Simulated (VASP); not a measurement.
Input of a VASP 6.6.1 run:

The input INCAR:

```
  PREC = Accurate
  ENCUT = 520
  EDIFF = 1E-6
  ISMEAR = 0
  SIGMA = 0.01
  LREAL = F
  LASPH = T
  NELM = 100
  ALGO = Normal
  ISIF = 2
  LWAVE = F
  LCHARG = F
  NBANDS = 15
```

KPOINTS

```
Automatic mesh
0
Gamma
  5 5 5
```

Contents of POSCAR:

```
CaHN
1.0
   -1.7640407200      1.7640407200      2.8390341100
    1.7640407200     -1.7640407200      2.8390341100
    1.7640407200      1.7640407200     -2.8390341100
Ca H N
1 1 1
Direct
    0.0517159100      0.0517159100      0.0000000000
    0.6399354400      0.6399354400      0.0000000000
    0.4583496500      0.4583496500      0.0000000000
```

Potentials or basis: VASP PAW LDA potentials, release 64 (Ca_sv, H, N).

Command:

```sh
$ cat potpaw_LDA.64/Ca_sv/POTCAR potpaw_LDA.64/H/POTCAR potpaw_LDA.64/N/POTCAR > POTCAR
$ mpirun -np 1 vasp_std > vasp.out
```

(1) What does it give for the pressure?

(2) Predict the largest force.

(3) What does it give for the band gap on the k mesh?

## Answers

(1) -4.3 GPa.

(2) 0.543 eV/Å.

(3) 2.09 eV, direct.

Caveat: the k points lie up to 0.50 Å⁻¹ apart.
